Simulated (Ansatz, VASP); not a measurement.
# Two plane-wave programs on Hf

Contents of INCAR:

```
PREC = Accurate
ENCUT = 520
EDIFF = 1E-8
ISMEAR = -1
SIGMA = 0.03
LREAL = F
LASPH = T
NELM = 80
ALGO = Normal
ISIF = 2
LWAVE = F
LCHARG = F
LEFG = T
NBANDS = 11
```

File KPOINTS:

```
regular mesh
0
Gamma
  13 13 13
```

Contents of POSCAR:

```
Hf
1.0
    0.0000000000      2.2644000000      2.2200000000
    2.2644000000      0.0000000000      2.2200000000
    2.2644000000      2.2644000000      0.0000000000
Hf
1
Direct
    0.0000000000      0.0000000000      0.0000000000
```

Input for Ansatz:

```yaml
crystal:
  lattice:
    - [0.0, 2.2644, 2.22]
    - [2.2644, 0.0, 2.22]
    - [2.2644, 2.2644, 0.0]
  atoms:
    - { symbol: Hf, position: [0.0, 0.0, 0.0] }
kpoints:
  mp_grid: { grid: [13, 13, 13] }
scf:
  occupations: { method: fermi_dirac, width: 0.03 }
hamiltonian:
  xc: lda
  pseudopotentials: { kind: paw }
output:
  forces: true
  stress: true
  eigenvalues: true
  efg: { contact_densities: true }
  write_density: true
  write_potential: true
  elf: true
  volumetric_format: npy
```

Change from the starting cell: equal xx and yy strain of +2 %, PAW files.

Alike in both runs: task electric field gradients; functional LDA; k mesh 13 × 13 × 13; occupations fermi-dirac, width 0.03 eV; no spin polarisation.

```csv
,VASP,Ansatz
version,VASP 6.6.1,Ansatz 0.2.0
potentials or method,"VASP PAW LDA potentials, release 64 (Hf_pv)","PAW with Ansatz's default frozen-core files, scalar-relativistic"
plane-wave cutoff (eV),520,420
valence electrons in the cell,10,26
```

|  | VASP | Ansatz | Ansatz less VASP |
| --- | --- | --- | --- |
| pressure (GPa) | -9.2 | -9.2 | +0.01 |
| traceless stress, the component that is largest in VASP (GPa) | 0.32 | 0.32 | +0.004 |
| size of Vzz on the site where it differs most (V/Å²) | 17.5 | 19.1 | +1.53 |

LDA's correlation is that of Perdew and Zunger in VASP and of Perdew and Wang (1992) in Ansatz. VASP's potentials hold 10 valence electrons a cell and Ansatz's 26, so a difference there can come from the potentials and not from the codes.

Spin-orbit coupling is off throughout.
